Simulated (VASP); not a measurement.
# BN (P6_3/mmc) in VASP: a series of runs

Runs on BN. Level: PBEsol. Tasks: single point.

Program: VASP 6.6.1. These are calculated values, not measurements. Logs are shortened: lines on timing, memory, paths and dates and some standing lists are left out, and cuts for length are marked.

## Step 1: The cell of the first run

Symmetry: P6_3/mmc, No. 194, hexagonal system. Conventional cell: a = 2.565 Å, b = 2.565 Å, c = 6.543 Å, α = 90.00°, β = 90.00°, γ = 120.00°. Within 2.0 Å of B (site symmetry -6m2) lie 3 N at 1.48 Å. N (site symmetry -6m2) has 3 B at 1.48 Å within 2.0 Å.

## Step 2: Single point, PBEsol (volume 9.318 Å^3 an atom, c/a of the conventional cell 2.5510)

Contents of INCAR:

```
SYSTEM = BN
ALGO = Normal
EDIFF = 1E-6
ENCUT = 520
GGA = PS
ISIF = 2
ISMEAR = 0
LASPH = .TRUE.
LCHARG = .FALSE.
LREAL = .FALSE.
LWAVE = .FALSE.
NBANDS = 16
NELM = 100
PREC = Accurate
SIGMA = 0.05
```

Contents of KPOINTS:

```
k-points
0
G
  12 12 4
  0 0 0
```

Contents of POSCAR:

```
BN
1.0
    2.5647627790      0.0000000000      0.0000000000
   -1.2823813895      2.2211497213      0.0000000000
    0.0000000000      0.0000000000      6.5427098492
B N
2 2
Direct
    0.3333333333      0.6666666667      0.2500000000
    0.6666666667      0.3333333333      0.7500000000
    0.3333333333      0.6666666667      0.7500000000
    0.6666666667      0.3333333333      0.2500000000
```

Potentials or basis: VASP PAW PBE potentials, release 64 (B, N).

Run with:

```sh
$ cat potpaw_PBE.64/B/POTCAR potpaw_PBE.64/N/POTCAR > POTCAR
$ mpirun -np 1 vasp_std > vasp.out
```

OUTCAR:

```text
SYSTEM = BN
   EDIFF = 1E-6
   ENCUT = 520
   GGA = PS
   ISIF = 2
   ISMEAR = 0
   LASPH = .TRUE.
   LREAL = .FALSE.
   NELM = 100
   PREC = Accurate

 ion  position               nearest neighbor table
   1  0.333  0.667  0.250-   4 1.48   4 1.48   4 1.48
   2  0.667  0.333  0.750-   3 1.48   3 1.48   3 1.48
   3  0.333  0.667  0.750-   2 1.48   2 1.48   2 1.48
   4  0.667  0.333  0.250-   1 1.48   1 1.48   1 1.48

  LATTYP: Found a hexagonal cell.
 ALAT       =     2.5647627790
 C/A-ratio  =     2.5510000000

  Lattice vectors:

 A1 = (   2.5647627790,   0.0000000000,   0.0000000000)
 A2 = (  -1.2823813895,   2.2211497213,   0.0000000000)
 A3 = (   0.0000000000,   0.0000000000,   6.5427098492)

Analysis of symmetry for initial positions (statically):
=====================================================================
 Subroutine PRICEL returns:
 Original cell was already a primitive cell.

 Routine SETGRP: Setting up the symmetry group for a
 hexagonal supercell.

 Subroutine GETGRP returns: Found 24 space group operations
 (whereof 12 operations were pure point group operations)
 out of a pool of 24 trial point group operations.

The static configuration has the point symmetry D_3d.
 The point group associated with its full space group is D_6h.

Analysis of symmetry for dynamics (positions and initial velocities):
=====================================================================
 Subroutine PRICEL returns:
 Original cell was already a primitive cell.

 Routine SETGRP: Setting up the symmetry group for a
 hexagonal supercell.

 Subroutine GETGRP returns: Found 24 space group operations
 (whereof 12 operations were pure point group operations)
 out of a pool of 24 trial point group operations.

The dynamic configuration has the point symmetry D_3d.
 The point group associated with its full space group is D_6h.

 Subroutine INISYM returns: Found 24 space group operations
 (whereof 12 operations are pure point group operations),
 and found     1 'primitive' translations

----------------------------------------------------------------------------------------

                                     Primitive cell

  volume of cell :      37.2720

  direct lattice vectors                    reciprocal lattice vectors
     2.564762779  0.000000000  0.000000000     0.389899607  0.225108643  0.000000000
    -1.282381390  2.221149721  0.000000000     0.000000000  0.450217286  0.000000000
     0.000000000  0.000000000  6.542709849     0.000000000  0.000000000  0.152841869

  length of vectors
     2.564762779  2.564762779  6.542709849     0.450217286  0.450217286  0.152841869

  position of ions in fractional coordinates (direct lattice)
     0.333333333  0.666666667  0.250000000
     0.666666667  0.333333333  0.750000000
     0.333333333  0.666666667  0.750000000
     0.666666667  0.333333333  0.250000000

  ion indices of the primitive-cell ions
   primitive index   ion index
                 1           1
                 2           2
                 3           3
                 4           4

----------------------------------------------------------------------------------------

 KPOINTS: k-points

Automatic generation of k-mesh.
 Grid dimensions read from file:
 generate k-points for:   12   12    4

 Generating k-lattice:

  Cartesian coordinates                     Fractional coordinates (reciprocal lattice)
     0.032491634  0.018759054  0.000000000     0.083333333  0.000000000  0.000000000
     0.000000000  0.037518107  0.000000000     0.000000000  0.083333333  0.000000000
     0.000000000  0.000000000  0.038210467     0.000000000  0.000000000  0.250000000

  Length of vectors
     0.037518107  0.037518107  0.038210467

  Shift w.r.t. Gamma in fractional coordinates (k-lattice)
     0.000000000  0.000000000  0.000000000

 Subroutine IBZKPT returns following result:
 ===========================================

 Found     57 irreducible k-points:

 Following reciprocal coordinates:
            Coordinates               Weight
  0.000000  0.000000  0.000000      1.000000
  0.083333  0.000000  0.000000      6.000000
  0.166667 -0.000000  0.000000      6.000000
  0.250000  0.000000  0.000000      6.000000
  0.333333 -0.000000  0.000000      6.000000
  0.416667  0.000000  0.000000      6.000000
[... 16 lines left out ...]
  0.250000  0.000000  0.250000     12.000000
  0.333333 -0.000000  0.250000     12.000000
 [... further k-points ...]
   k-points           NKPTS =     57   k-points in BZ     NKDIM =     57   number of bands    NBANDS=     16
   number of dos      NEDOS =    301   number of ions     NIONS =      4
   total plane-waves  NPLWV =  20000
   dimension x,y,z NGX =    20 NGY =   20 NGZ =   50
   dimension x,y,z NGXF=    40 NGYF=   40 NGZF=  100
   ions per type =               2   2
   NGX,Y,Z   is equivalent  to a cutoff of  12.96, 12.96, 12.70 a.u.
   NGXF,Y,Z  is equivalent  to a cutoff of  25.93, 25.93, 25.41 a.u.
 SYSTEM =  BN
   PREC   = accura    normal or accurate (medium, high low for compatibility)
   ISTART =      0    job   : 0-new  1-cont  2-samecut
   ICHARG =      2    charge: 1-file 2-atom 10-const
   ISPIN  =      1    spin polarized calculation?
   LNONCOLLINEAR =      F non collinear calculations
   LSORBIT =      F    spin-orbit coupling
   LASPH  =      T    aspherical Exc in radial PAW
   ENCUT  =  520.0 eV  38.22 Ry    6.18 a.u.   4.77  4.77 12.17*2*pi/ulx,y,z
   NELM   =    100;   NELMIN=  2; NELMDL= -5     # of ELM steps
   EDIFF  = 0.1E-05   stopping-criterion for ELM
   LREAL  =      F    real-space projection
   EDIFFG = 0.1E-04   stopping-criterion for IOM
   NSW    =      0    number of steps for IOM
   IBRION =     -1    ionic relax: 0-MD 1-quasi-New 2-CG
   NFREE  =      0    steps in history (QN), initial steepest desc. (CG)
   ISIF   =      2    stress and relaxation
   ISYM   =      2    0-nonsym 1-usesym 2-fastsym
   POTIM  = 0.5000    time-step for ionic-motion
   TEBEG  =    0.0;   TEEND  =   0.0 temperature during run
   PSTRESS=    0.0 pullay stress
   NELECT =      16.0000    total number of electrons
   NUPDOWN=      -1.0000    fix difference up-down
   EMIN   =  10.00;   EMAX   =-10.00  energy-range for DOS
   EFERMI =   0.00;   METHOD = LEGACY
   ISMEAR =     0;   SIGMA  =   0.05  broadening in eV -4-tet -1-fermi 0-gaus
   EFERMI_NEDOS =   21; number of points for ismear=-14 and -15
   IALGO  =     38    algorithm
   IMIX   =      4    mixing-type and parameters
     AMIX     =   0.40;   BMIX     =  1.00
     AMIX_MAG =   1.60;   BMIX_MAG =  1.00
  volume/ion in A,a.u.               =       9.32        62.88
  Fermi-wavevector in a.u.,A,eV,Ry     =   1.234963  2.333742 20.750701  1.525133
  Thomas-Fermi vector in A             =   2.369632
   LORBIT       =      0    0 simple, 1 ext, 2 COOP (PROOUT), +10 PAW based schemes
   GGA     = PS    functional components
   LHFCALC =     F    Hartree Fock is set to
   AEXX    =    0.0000 exact exchange contribution
   IVDW    =     0    specifies the selected vdW correction
   LEPSILON=     F    determine dielectric tensor
   LRPA    =     F    only Hartree local field effects (RPA)
 non-spin polarized calculation
 Gauss-broadening in eV      SIGMA  =   0.05
  energy-cutoff  :      520.00
  volume of cell :       37.27
 maximum number of plane-waves:      1020
 NGX is ok and might be reduce to    20
   NGX =  9   NGY =  9   NGZ = 25

 number of electron      16.0000001 magnetization

 Free energy of the ion-electron system (eV)
  ---------------------------------------------------
  ext. energy  EPLUGINS =         0.00000000
  ---------------------------------------------------
  free energy    TOTEN  =       -36.43692870 eV

  energy without entropy =      -36.43692870  energy(sigma->0) =      -36.43692870

 E-fermi :   2.3547     XC(G=0): -10.2528

 val. band max:        2.0395663273   @ k =   0.3333   0.2500   0.0000
 cond. band min:       6.0420227667   @ k =   0.5000   0.0000   0.0000
 fundamental gap:      4.0024564394
 Fermi energy:         2.3546577503

 k-point     1 :       0.0000    0.0000    0.0000
  band No.  band energies     occupation
      1     -15.3536      2.00000
      2     -15.0060      2.00000
      3      -4.0118      2.00000
      4      -1.6207      2.00000
      5       0.6204      2.00000
      6       0.6204      2.00000
[... 8 lines left out ...]
     15      13.0924      0.00000
     16      14.1870      0.00000

 k-point     2 :       0.0833    0.0000    0.0000
  band No.  band energies     occupation
      1     -15.2237      2.00000
      2     -14.8814      2.00000
      3      -3.8343      2.00000
      4      -1.4646      2.00000
      5       0.0757      2.00000
      6       0.1208      2.00000
[... 8 lines left out ...]
     15      13.6894      0.00000
     16      13.7151      0.00000

 k-point     3 :       0.1667   -0.0000    0.0000
  band No.  band energies     occupation
      1     -14.8413      2.00000
      2     -14.5152      2.00000
      3      -3.3082      2.00000
      4      -1.2980      2.00000
      5      -1.2429      2.00000
      6      -1.0066      2.00000
[... 8 lines left out ...]
     15      14.9757      0.00000
     16      15.1162      0.00000

 k-point     4 :       0.2500    0.0000    0.0000
  band No.  band energies     occupation
      1     -14.2329      2.00000
      2     -13.9356      2.00000
      3      -3.0304      2.00000
      4      -2.9496      2.00000
      5      -2.4572      2.00000
      6      -0.9096      2.00000
[... 8 lines left out ...]
     15      17.0975      0.00000
     16      17.2023      0.00000
[... 324 lines left out ...]
 k-point    22 :       0.1667   -0.0000    0.2500
  band No.  band energies     occupation
      1     -14.7964      2.00000
      2     -14.5659      2.00000
      3      -3.0354      2.00000
      4      -1.4964      2.00000
      5      -1.2799      2.00000
      6      -1.1797      2.00000
[... 8 lines left out ...]
     15      14.9952      0.00000
     16      15.0946      0.00000

 k-point    23 :       0.2500    0.0000    0.2500
  band No.  band energies     occupation
      1     -14.1916      2.00000
      2     -13.9816      2.00000
      3      -3.0368      2.00000
      4      -2.9702      2.00000
      5      -2.1695      2.00000
      6      -0.8988      2.00000
[... 8 lines left out ...]
     15      17.1150      0.00000
     16      17.2094      0.00000

 k-point    24 :       0.3333   -0.0000    0.2500
  band No.  band energies     occupation
      1     -13.4290      2.00000
      2     -13.2521      2.00000
      3      -4.7328      2.00000
      4      -4.6583      2.00000
      5      -1.4910      2.00000
      6      -1.4341      2.00000
[... 8 lines left out ...]
     15      18.0259      0.00000
     16      19.4583      0.00000

 [... further k-points ...]
[... 5 lines left out ...]
  --------------------------------------------------------------------------------------
  -------------------------------------------------------------------------------------
  Total       -5.3436632     -5.3436632      0.2261849      0.0000000     -0.0000000      0.0000000
  in kB     -229.7031572   -229.7031572      9.7228016      0.0000000     -0.0000000      0.0000000
  external PRESSURE =    -149.8945042 kB  Pullay stress =       0.0000000 kB

 VOLUME and BASIS-vectors are now :
 -----------------------------------------------------------------------------
  energy-cutoff  :      520.00
  volume of cell :       37.27
      direct lattice vectors                 reciprocal lattice vectors
     2.564762779  0.000000000  0.000000000     0.389899607  0.225108643  0.000000000
    -1.282381390  2.221149721  0.000000000     0.000000000  0.450217286  0.000000000
     0.000000000  0.000000000  6.542709849     0.000000000  0.000000000  0.152841869

 POSITION                                       TOTAL-FORCE (eV/Angst)
 -----------------------------------------------------------------------------------
     -0.00000      1.48077      1.63568         0.000000     -0.000000      0.000000
      1.28238      0.74038      4.90703        -0.000000      0.000000      0.000000
     -0.00000      1.48077      4.90703         0.000000     -0.000000      0.000000
      1.28238      0.74038      1.63568        -0.000000      0.000000      0.000000
 -----------------------------------------------------------------------------------
    total drift:                               -0.000000      0.000000     -0.000000

  FREE ENERGIE OF THE ION-ELECTRON SYSTEM (eV)
  ---------------------------------------------------
  free  energy   TOTEN  =       -36.4369286967 eV

  energy  without entropy=      -36.4369286967  energy(sigma->0) =      -36.43692870
```

It took 13 s on 1 thread of Intel Xeon 6975P-C (Granite Rapids), shared host; peak memory 0.16 GiB.

What came out:

| Property | Result |
| --- | --- |
| Free energy | -36.4369 eV |
| Pressure | -15.0 GPa |
| Band gap on the k mesh | 4.00 eV, indirect (least direct gap 4.36 eV) |

Stress tensor (GPa, compression positive):
```
-22.97   0.00   0.00
  0.00 -22.97   0.00
  0.00   0.00   0.97
```

Levels at points of the mesh, in eV from the valence-band top:
```tsv
k point	band 6	band 7	band 8	band 9	band 10	band 11
(0.00, 0.00, 0.00)	-1.42	-1.37	-1.37	5.09	10.03	10.87
(0.50, 0.00, 0.00)	-3.98	-1.50	-0.35	4.00	5.48	8.78
(0.00, 0.00, 0.50)	-1.39	-1.39	-1.39	7.47	7.47	10.95
(0.50, 0.00, 0.50)	-4.02	-0.90	-0.90	4.47	4.47	9.10
```

Caveat: the PAW data sets were made with another functional, which shifts forces and pressure a little; this functional lacks dispersion, which binds the layers, so the pressure and a relaxed spacing across them are unreliable.

## Step 3: Single point, PBEsol (volume 9.318 Å^3 an atom, c/a of the conventional cell 2.9482)

Contents of INCAR:

```
PREC = Accurate ; ENCUT = 520
EDIFF = 1E-6 ; ISMEAR = 0
SIGMA = 0.05 ; LREAL = False
LASPH = True ; NELM = 80
ALGO = Normal ; ISIF = 2
LWAVE = False ; LCHARG = True
GGA = PS ; LELF = True
LVHAR = True ; NBANDS = 16
```

Contents of KPOINTS:

```
regular mesh
0
Gamma
  12 12 4
```

Contents of POSCAR:

```
BN
1.0
    2.4439840914      0.0000000000      0.0000000000
   -1.2219920457      2.1165523096      0.0000000000
    0.0000000000      0.0000000000      7.2053538982
B N
2 2
Direct
    0.3333333333      0.6666666667      0.2500000000
    0.6666666667      0.3333333333      0.7500000000
    0.3333333333      0.6666666667      0.7500000000
    0.6666666667      0.3333333333      0.2500000000
```

Potentials or basis: VASP PAW PBE potentials, release 64 (B, N).

Run with:

```sh
$ cat potpaw_PBE.64/B/POTCAR potpaw_PBE.64/N/POTCAR > POTCAR
$ mpirun -np 1 vasp_std > vasp.out
```

It took 13 s on 1 thread of Intel Xeon 6975P-C (Granite Rapids), shared host; peak memory 0.15 GiB.

The run converged. Its results:

```
Free energy            : -36.4125 eV
Pressure               : 18.3 GPa
Band gap on the k mesh : 4.42 eV, indirect (least direct gap 4.78 eV)
```

Stress tensor (GPa, compression positive):
```
27.56  0.00  0.00
 0.00 27.56  0.00
 0.00  0.00 -0.28
```

Levels at points of the mesh, in eV from the valence-band top:
```
           k point  band 5  band 6  band 7  band 8  band 9  band 10  band 11  band 12
(0.00, 0.00, 0.00)   -1.22   -1.22   -1.20   -1.20    4.61     9.28    12.14    12.14
(0.50, 0.00, 0.00)   -4.24   -4.21   -1.31   -0.69    4.42     5.42    10.05    10.72
(0.00, 0.00, 0.50)   -1.21   -1.21   -1.21   -1.21    6.60     6.60    12.17    12.17
(0.50, 0.00, 0.50)   -4.23   -4.23   -1.00   -1.00    4.81     4.81    10.54    10.54
```

Caveat: the PAW data sets were made with another functional, which shifts forces and pressure a little; this functional lacks dispersion, which binds the layers, so the pressure and a relaxed spacing across them are unreliable.

## Step 4: Single point, PBEsol (volume 9.547 Å^3 an atom, c/a of the conventional cell 2.8780)

Contents of INCAR:

```
  PREC = Accurate
  ENCUT = 520
  EDIFF = 1E-6
  ISMEAR = 0
  SIGMA = 0.05
  LREAL = False
  LASPH = True
  NELM = 60
  ALGO = Normal
  ISIF = 2
  LWAVE = False
  LCHARG = True
  GGA = PS
  LELF = True
  LVHAR = True
  NBANDS = 16
```

KPOINTS is that of step 3.

Contents of POSCAR:

```
BN
1.0
    2.4837213038      0.0000000000      0.0000000000
   -1.2418606519      2.1509657450      0.0000000000
    0.0000000000      0.0000000000      7.1481499122
B N
2 2
Direct
    0.3333333333      0.6666666667      0.2500000000
    0.6666666667      0.3333333333      0.7500000000
    0.3333333333      0.6666666667      0.7500000000
    0.6666666667      0.3333333333      0.2500000000
```

Run with:

```sh
$ cat potpaw_PBE.64/B/POTCAR potpaw_PBE.64/N/POTCAR > POTCAR
$ mpirun -np 1 vasp_std > vasp.out
```

Run time: 13 s. Hardware: 1 thread of Intel Xeon 6975P-C (Granite Rapids), shared host; peak memory 0.15 GiB.

Results (log left out):

| Item | Value |
| --- | --- |
| Free energy | -36.5514 eV |
| Pressure | 6.0 GPa |
| Band gap on the k mesh | 4.33 eV, indirect (least direct gap 4.66 eV) |

Stress tensor (GPa, compression positive):
```
 9.10  0.00  0.00
 0.00  9.10  0.00
 0.00  0.00 -0.24
```

Levels at points of the mesh, in eV from the valence-band top:
```csv
k point,band 5,band 6,band 7,band 8,band 9,band 10,band 11,band 12
"(0.00, 0.00, 0.00)",-1.28,-1.28,-1.26,-1.26,4.68,9.34,11.73,11.73
"(0.50, 0.00, 0.00)",-4.17,-4.14,-1.29,-0.62,4.33,5.36,9.63,10.19
"(0.00, 0.00, 0.50)",-1.27,-1.27,-1.27,-1.27,6.69,6.69,11.76,11.76
"(0.50, 0.00, 0.50)",-4.15,-4.15,-0.95,-0.95,4.72,4.72,10.05,10.05
```

Caveat: the PAW data sets were made with another functional, which shifts forces and pressure a little; this functional lacks dispersion, which binds the layers, so the pressure and a relaxed spacing across them are unreliable. A k mesh can miss the band edges.

## Step 5: The runs side by side

```csv
cell,gap on the mesh (eV),pressure (GPa)
"a = 2.565, b = 2.565, c = 6.543 Å, angles 90.0, 90.0, 120.0°, 4 atoms",4.00,-15.0
"a = 2.444, b = 2.444, c = 7.205 Å, angles 90.0, 90.0, 120.0°, 4 atoms",4.42,18.3
"a = 2.484, b = 2.484, c = 7.148 Å, angles 90.0, 90.0, 120.0°, 4 atoms",4.33,6.0
```

Alike in all rows: task single point; level PBEsol; potentials or basis VASP PAW PBE potentials, release 64 (B, N); no spin polarisation; k mesh 12 × 12 × 4; cutoff (eV) 520; smearing gaussian 0.05 eV.

Caveats: the PAW data sets were made with another functional, which shifts forces and pressure a little; this functional lacks dispersion, which binds the layers, so the pressure and a relaxed spacing across them are unreliable.

Absolute energies hang on the potentials; compare differences alone.
